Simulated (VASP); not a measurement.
Write the native input for VASP 6.6.1 that does the following.

- Task: single point
- Functional: PBEsol
- Potentials or basis: VASP PAW PBE potentials, release 64 (Ta_pv, N)
- Cutoff: 520 eV
- k mesh: 20 × 20 × 20
- Occupations: gaussian, width 0.15 eV
- Spin: no spin polarisation
- Dipole correction: no
- Further INCAR settings: ALGO = Normal; EDIFF = 1e-06; NBANDS = 15

The structure of TaN lies in POSCAR:

```
TaN
1.0
   -0.2578376691      2.0664201652      2.0664201652
    2.0664201652     -0.2578376691      2.0664201652
    2.0664201652      2.0664201652     -0.2578376691
Ta N
1 1
Direct
    0.5000000000      0.5000000000      0.5000000000
    0.0000000000      0.0000000000      0.0000000000
```

The input as run:

INCAR

```
SYSTEM = TaN
PREC = Accurate
ENCUT = 520
EDIFF = 1E-6
ISMEAR = 0
SIGMA = 0.15
LREAL = .FALSE.
LASPH = .TRUE.
NELM = 60
ALGO = Normal
ISIF = 2
LWAVE = .FALSE.
LCHARG = .FALSE.
GGA = PS
NBANDS = 15
```

KPOINTS

```
Automatic mesh
0
G
  20 20 20
  0 0 0
```

Potentials or basis: VASP PAW PBE potentials, release 64 (Ta_pv, N).

The run is started by

```bash
$ cat potpaw_PBE.64/Ta_pv/POTCAR potpaw_PBE.64/N/POTCAR > POTCAR
$ mpirun -np 1 vasp_std > vasp.out
```

Results of the run:

| Property | Result |
| --- | --- |
| Pressure | 2.0 GPa |
| Band gap on the k mesh | zero (band 8 reaches 12.15 eV, above the bottom of band 9 at 6.34 eV) |

Caveat: the PAW data sets were made with another functional, which shifts forces and pressure a little; spin-orbit coupling is left out, which moves the levels of the heavy elements.

Run time: 5 min on 1 thread of AMD EPYC 7R43 64-Core Processor (Zen 3), with other jobs on the host, peak memory 0.31 GiB.
